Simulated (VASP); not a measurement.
# I (I4/mmm) in VASP: single point with PBE+D3(BJ)

Aim: the single point of I with PBE+D3(BJ).

All numbers are computed with VASP 6.6.1; they aren't measurements. Logs are shortened: lines on timing, memory, paths and dates and some standing lists are left out, and cuts for length are marked.

## (1) The cell of the first run

It takes space group I4/mmm (No. 139, tetragonal). The conventional cell has a = 4.179 Å, b = 4.179 Å, c = 3.970 Å, α = 90.00°, β = 90.00°, γ = 90.00°. I (site symmetry 4/mmm) has 14 I at 3.56 to 4.18 Å within 4.7 Å.

## (2) Single point, PBE+D3(BJ) (strain +0.000 along x and y, -0.050 along z)

File INCAR:

```
SYSTEM = I
PREC = Accurate
ENCUT = 520
EDIFF = 1E-6
ISMEAR = 0
SIGMA = 0.15
LREAL = .FALSE.
LASPH = .TRUE.
NELM = 60
ALGO = Normal
ISIF = 2
LWAVE = .FALSE.
LCHARG = .FALSE.
GGA = PE
IVDW = 12
NBANDS = 10
```

File KPOINTS:

```
Automatic mesh
0
G
  16 16 16
  0 0 0
```

File POSCAR:

```
I
1.0
   -2.0893754423      2.0893754423      1.9849066702
    2.0893754423     -2.0893754423      1.9849066702
    2.0893754423      2.0893754423     -1.9849066702
I
1
Direct
    0.0000000000      0.0000000000      0.0000000000
```

Potentials or basis: VASP PAW PBE potentials, release 64 (I).

On the command line:

```
cat potpaw_PBE.64/I/POTCAR > POTCAR
mpirun -np 1 vasp_std > vasp.out
```

OUTCAR:

```text
SYSTEM = I
   PREC = Accurate
   ENCUT = 520
   EDIFF = 1E-6
   ISMEAR = 0
   LREAL = .FALSE.
   LASPH = .TRUE.
   NELM = 60
   ISIF = 2
   GGA = PE
   IVDW = 12
 IVDW          = 12

 ion  position               nearest neighbor table
   1  0.000  0.000  0.000-

  LATTYP: Found a body centered tetragonal cell.
 ALAT       =     4.1787508846
 C/A-ratio  =     0.9500000000

  Lattice vectors:

 A1 = (  -2.0893754423,   2.0893754423,   1.9849066702)
 A2 = (   2.0893754423,  -2.0893754423,   1.9849066702)
 A3 = (   2.0893754423,   2.0893754423,  -1.9849066702)

Analysis of symmetry for initial positions (statically):
=====================================================================
 Subroutine PRICEL returns:
 Original cell was already a primitive cell.

 Routine SETGRP: Setting up the symmetry group for a
 body centered tetragonal supercell.

 Subroutine GETGRP returns: Found 16 space group operations
 (whereof 16 operations were pure point group operations)
 out of a pool of 16 trial point group operations.

The static configuration has the point symmetry D_4h.

Analysis of symmetry for dynamics (positions and initial velocities):
=====================================================================
 Subroutine PRICEL returns:
 Original cell was already a primitive cell.

 Routine SETGRP: Setting up the symmetry group for a
 body centered tetragonal supercell.

 Subroutine GETGRP returns: Found 16 space group operations
 (whereof 16 operations were pure point group operations)
 out of a pool of 16 trial point group operations.

The dynamic configuration has the point symmetry D_4h.

 Subroutine INISYM returns: Found 16 space group operations
 (whereof 16 operations are pure point group operations),
 and found     1 'primitive' translations

----------------------------------------------------------------------------------------

                                     Primitive cell

  volume of cell :      34.6604

  direct lattice vectors                    reciprocal lattice vectors
    -2.089375442  2.089375442  1.984906670     0.000000000  0.239305962  0.251901013
     2.089375442 -2.089375442  1.984906670     0.239305962  0.000000000  0.251901013
     2.089375442  2.089375442 -1.984906670     0.239305962  0.239305962  0.000000000

  length of vectors
     3.559611491  3.559611491  3.559611491     0.347449944  0.347449944  0.338429737

  position of ions in fractional coordinates (direct lattice)
     0.000000000  0.000000000  0.000000000

  ion indices of the primitive-cell ions
   primitive index   ion index
                 1           1

----------------------------------------------------------------------------------------

 KPOINTS: Automatic mesh

Automatic generation of k-mesh.
 Grid dimensions read from file:
 generate k-points for:   16   16   16

 Generating k-lattice:

  Cartesian coordinates                     Fractional coordinates (reciprocal lattice)
     0.000000000  0.014956623  0.015743813     0.062500000  0.000000000  0.000000000
     0.014956623  0.000000000  0.015743813     0.000000000  0.062500000  0.000000000
     0.014956623  0.014956623  0.000000000     0.000000000  0.000000000  0.062500000

  Length of vectors
     0.021715621  0.021715621  0.021151859

  Shift w.r.t. Gamma in fractional coordinates (k-lattice)
     0.000000000  0.000000000  0.000000000

 Subroutine IBZKPT returns following result:
 ===========================================

 Found    349 irreducible k-points:

 Following reciprocal coordinates:
            Coordinates               Weight
  0.000000  0.000000  0.000000      1.000000
  0.062500  0.000000  0.000000      8.000000
  0.125000  0.000000  0.000000      8.000000
  0.187500 -0.000000  0.000000      8.000000
  0.250000  0.000000  0.000000      8.000000
  0.312500  0.000000  0.000000      8.000000
[... 16 lines left out ...]
 -0.125000  0.062500  0.000000     16.000000
 -0.062500  0.062500  0.000000      4.000000
 [... further k-points ...]
   k-points           NKPTS =    349   k-points in BZ     NKDIM =    349   number of bands    NBANDS=     10
   number of dos      NEDOS =    301   number of ions     NIONS =      1
   total plane-waves  NPLWV =  21952
   dimension x,y,z NGX =    28 NGY =   28 NGZ =   28
   dimension x,y,z NGXF=    56 NGYF=   56 NGZF=   56
   ions per type =               1
   NGX,Y,Z   is equivalent  to a cutoff of  13.08, 13.08, 13.08 a.u.
   NGXF,Y,Z  is equivalent  to a cutoff of  26.15, 26.15, 26.15 a.u.
 SYSTEM =  I
   PREC   = accura    normal or accurate (medium, high low for compatibility)
   ISTART =      0    job   : 0-new  1-cont  2-samecut
   ICHARG =      2    charge: 1-file 2-atom 10-const
   ISPIN  =      1    spin polarized calculation?
   LNONCOLLINEAR =      F non collinear calculations
   LSORBIT =      F    spin-orbit coupling
   LASPH  =      T    aspherical Exc in radial PAW
   ENCUT  =  520.0 eV  38.22 Ry    6.18 a.u.   6.62  6.62  6.62*2*pi/ulx,y,z
   NELM   =     60;   NELMIN=  2; NELMDL= -5     # of ELM steps
   EDIFF  = 0.1E-05   stopping-criterion for ELM
   LREAL  =      F    real-space projection
[... 7 lines left out ...]
   TEBEG  =    0.0;   TEEND  =   0.0 temperature during run
   PSTRESS=    0.0 pullay stress
   NELECT =       7.0000    total number of electrons
   NUPDOWN=      -1.0000    fix difference up-down
   EMIN   =  10.00;   EMAX   =-10.00  energy-range for DOS
   EFERMI =   0.00;   METHOD = LEGACY
   ISMEAR =     0;   SIGMA  =   0.15  broadening in eV -4-tet -1-fermi 0-gaus
   EFERMI_NEDOS =   21; number of points for ismear=-14 and -15
   IALGO  =     38    algorithm
   IMIX   =      4    mixing-type and parameters
     AMIX     =   0.40;   BMIX     =  1.00
     AMIX_MAG =   1.60;   BMIX_MAG =  1.00
  volume/ion in A,a.u.               =      34.66       233.90
  Fermi-wavevector in a.u.,A,eV,Ry     =   0.960498  1.815078 12.552144  0.922557
  Thomas-Fermi vector in A             =   2.089788
   LORBIT       =      0    0 simple, 1 ext, 2 COOP (PROOUT), +10 PAW based schemes
   GGA     = PE    functional components
   LHFCALC =     F    Hartree Fock is set to
   AEXX    =    0.0000 exact exchange contribution
   IVDW    =    12    specifies the selected vdW correction
   LEPSILON=     F    determine dielectric tensor
   LRPA    =     F    only Hartree local field effects (RPA)
 non-spin polarized calculation
 Gauss-broadening in eV      SIGMA  =   0.15
  energy-cutoff  :      520.00
  volume of cell :       34.66
 maximum number of plane-waves:       952
   NGX = 13   NGY = 13   NGZ = 13

 number of electron       6.9999999 magnetization

 Free energy of the ion-electron system (eV)
  ---------------------------------------------------
  ext. energy  EPLUGINS =         0.00000000
  ---------------------------------------------------
  free energy    TOTEN  =        -1.06106958 eV

  energy without entropy =       -1.04054912  energy(sigma->0) =       -1.05080935

 E-fermi :   4.7376     XC(G=0):  -9.1536

 val. band max:        4.7366612638   @ k =   0.5000   0.5000   0.1250
 cond. band min:       4.7411312712   @ k =   0.5000   0.3125   0.0625
 fundamental gap:      0.0044700074
 Fermi energy:         4.7376005898

 k-point     1 :       0.0000    0.0000    0.0000
  band No.  band energies     occupation
      1      -8.8640      2.00000
      2       5.5889      0.00000
      3       5.5889      0.00000
      4       5.6924      0.00000
      5      11.8469      0.00000
      6      14.0661      0.00000
      7      14.7658      0.00000
      8      14.7658      0.00000
      9      16.3505      0.00000
     10      17.2827      0.00000

 k-point     2 :       0.0625    0.0000    0.0000
  band No.  band energies     occupation
      1      -8.8181      2.00000
      2       5.3181      0.00000
      3       5.4976      0.00000
      4       5.6268      0.00000
      5      12.1248      0.00000
      6      14.0147      0.00000
      7      14.5806      0.00000
      8      14.7650      0.00000
      9      16.0766      0.00000
     10      16.6623      0.00000

 k-point     3 :       0.1250    0.0000    0.0000
  band No.  band energies     occupation
      1      -8.6833      2.00000
      2       4.5369      1.94160
      3       5.2535      0.00000
      4       5.5667      0.00000
      5      12.5662      0.00000
      6      13.6072      0.00000
      7      14.2625      0.00000
      8      15.2277      0.00000
      9      16.0084      0.00000
     10      16.2963      0.00000

 k-point     4 :       0.1875   -0.0000    0.0000
  band No.  band energies     occupation
      1      -8.4684      2.00000
      2       3.5450      2.00000
      3       4.9245      0.07801
      4       5.4849      0.00000
      5      12.2857      0.00000
      6      13.0678      0.00000
      7      14.7348      0.00000
      8      16.0311      0.00000
      9      16.1159      0.00000
     10      16.5328      0.00000

 k-point     5 :       0.2500    0.0000    0.0000
  band No.  band energies     occupation
      1      -8.1909      2.00000
      2       2.5219      2.00000
      3       4.5789      1.86536
      4       5.3895      0.00000
      5      11.6523      0.00000
      6      12.5728      0.00000
      7      15.5415      0.00000
      8      16.1600      0.00000
      9      17.2737      0.00000
     10      17.3263      0.00000

 k-point     6 :       0.3125    0.0000    0.0000
  band No.  band energies     occupation
      1      -7.8802      2.00000
      2       1.5786      2.00000
      3       4.2682      1.99999
      4       5.2947      0.00000
      5      11.0823      0.00000
      6      12.1699      0.00000
      7      16.1075      0.00000
      8      16.6468      0.00000
      9      18.3955      0.00000
     10      18.6272      0.00000

 k-point     7 :       0.3750   -0.0000    0.0000
  band No.  band energies     occupation
      1      -7.5819      2.00000
      2       0.8050      2.00000
      3       4.0264      2.00000
      4       5.2148      0.00001
      5      10.6592      0.00000
      6      11.8757      0.00000
      7      16.5800      0.00000
      8      17.3619      0.00000
      9      19.1203      0.00000
     10      20.1283      0.00000

 k-point     8 :       0.4375    0.0000    0.0000
  band No.  band energies     occupation
      1      -7.3588      2.00000
      2       0.2882      2.00000
      3       3.8740      2.00000
      4       5.1617      0.00006
      5      10.4021      0.00000
      6      11.6972      0.00000
      7      17.1337      0.00000
      8      18.0609      0.00000
      9      18.8993      0.00000
     10      20.0858      0.00000

 k-point     9 :       0.5000    0.0000    0.0000
  band No.  band energies     occupation
      1      -7.2748      2.00000
      2       0.1050      2.00000
      3       3.8221      2.00000
      4       5.1431      0.00013
      5      10.3161      0.00000
      6      11.6374      0.00000
      7      17.5778      0.00000
      8      18.0762      0.00000
      9      19.0134      0.00000
     10      19.5591      0.00000
[... 118 lines left out ...]
 k-point    19 :      -0.3750    0.0625   -0.0000
  band No.  band energies     occupation
      1      -7.7128      2.00000
      2       1.1997      2.00000
      3       4.0210      2.00000
      4       5.1481      0.00011
      5      11.0564      0.00000
      6      12.1872      0.00000
      7      16.1879      0.00000
      8      17.1565      0.00000
      9      18.3097      0.00000
     10      19.6290      0.00000

 k-point    20 :      -0.3125    0.0625    0.0000
  band No.  band energies     occupation
      1      -8.0207      2.00000
      2       2.0406      2.00000
      3       4.3239      1.99990
      4       5.2509      0.00000
      5      11.5503      0.00000
      6      12.5119      0.00000
      7      15.5265      0.00000
      8      16.5433      0.00000
      9      17.4825      0.00000
     10      18.6471      0.00000

 k-point    21 :      -0.2500    0.0625   -0.0000
  band No.  band energies     occupation
      1      -8.3153      2.00000
      2       2.9866      2.00000
      3       4.6934      1.32335
      4       5.3613      0.00000
      5      12.1688      0.00000
      6      12.9202      0.00000
      7      14.7883      0.00000
      8      15.9119      0.00000
      9      16.9161      0.00000
     10      17.4230      0.00000

 k-point    22 :      -0.1875    0.0625   -0.0000
  band No.  band energies     occupation
      1      -8.5602      2.00000
      2       3.9348      2.00000
      3       5.0854      0.00104
      4       5.4634      0.00000
      5      12.7157      0.00000
      6      13.3811      0.00000
      7      14.1044      0.00000
      8      15.5161      0.00000
      9      16.1504      0.00000
     10      16.8883      0.00000

 k-point    23 :      -0.1250    0.0625    0.0000
  band No.  band energies     occupation
      1      -8.7329      2.00000
      2       4.7510      0.89910
      3       5.4258      0.00000
      4       5.5445      0.00000
      5      12.5150      0.00000
      6      13.8384      0.00000
      7      14.2289      0.00000
      8      15.2555      0.00000
      9      15.5533      0.00000
     10      16.7758      0.00000

 k-point    24 :      -0.0625    0.0625    0.0000
  band No.  band energies     occupation
      1      -8.8208      2.00000
      2       5.2630      0.00000
      3       5.5854      0.00000
      4       5.6130      0.00000
      5      12.1116      0.00000
      6      14.0365      0.00000
      7      14.5564      0.00000
      8      14.9599      0.00000
      9      15.7970      0.00000
     10      16.7248      0.00000

 [... further k-points ...]

------------------------ aborting loop because EDIFF is reached ----------------------------------------

 Edisp (eV)   -0.38328

 E8    (eV) :    -0.1725

  FORCE on cell =-STRESS in cart. coord.  units (eV):
  Direction    XX          YY          ZZ          XY          YZ          ZX
  --------------------------------------------------------------------------------------
  -------------------------------------------------------------------------------------
  Total      -0.20429    -0.20429    -0.14608     0.00000    -0.00000     0.00000
  in kB      -9.44315    -9.44315    -6.75275     0.00000    -0.00000     0.00000
  external pressure =       -8.55 kB  Pullay stress =        0.00 kB

 VOLUME and BASIS-vectors are now :
 -----------------------------------------------------------------------------
  energy-cutoff  :      520.00
  volume of cell :       34.66
      direct lattice vectors                 reciprocal lattice vectors
    -2.089375442  2.089375442  1.984906670     0.000000000  0.239305962  0.251901013
     2.089375442 -2.089375442  1.984906670     0.239305962  0.000000000  0.251901013
     2.089375442  2.089375442 -1.984906670     0.239305962  0.239305962  0.000000000

 POSITION                                       TOTAL-FORCE (eV/Angst)
 -----------------------------------------------------------------------------------
      0.00000      0.00000      0.00000         0.000000      0.000000      0.000000
 -----------------------------------------------------------------------------------
    total drift:                               -0.000000      0.000000      0.000000

  FREE ENERGIE OF THE ION-ELECTRON SYSTEM (eV)
  ---------------------------------------------------
  free  energy   TOTEN  =        -1.4443535990 eV

  energy  without entropy=       -1.4238331320  energy(sigma->0) =       -1.43409337
```

Run time: 51 s. Hardware: 1 thread of Intel Xeon Platinum 8375C at 2.90GHz (Ice Lake), shared host; peak memory 0.25 GiB.

What came out:

```yaml
Free_energy: -1.4444 eV
Pressure: -0.9 GPa
Band_gap_on_the_k_mesh: zero (an odd number of electrons rules out a gap without spin polarisation)
Dispersion_energy_per_atom: -0.383 eV
```

Caveat: the cell differs from its parent crystal (strain +0.000 along x and y, -0.050 along z); spin-orbit coupling is left out, which moves the levels of the heavy elements; an odd number of electrons without spin polarisation forces a metal; a magnetic or distorted state may lie lower.
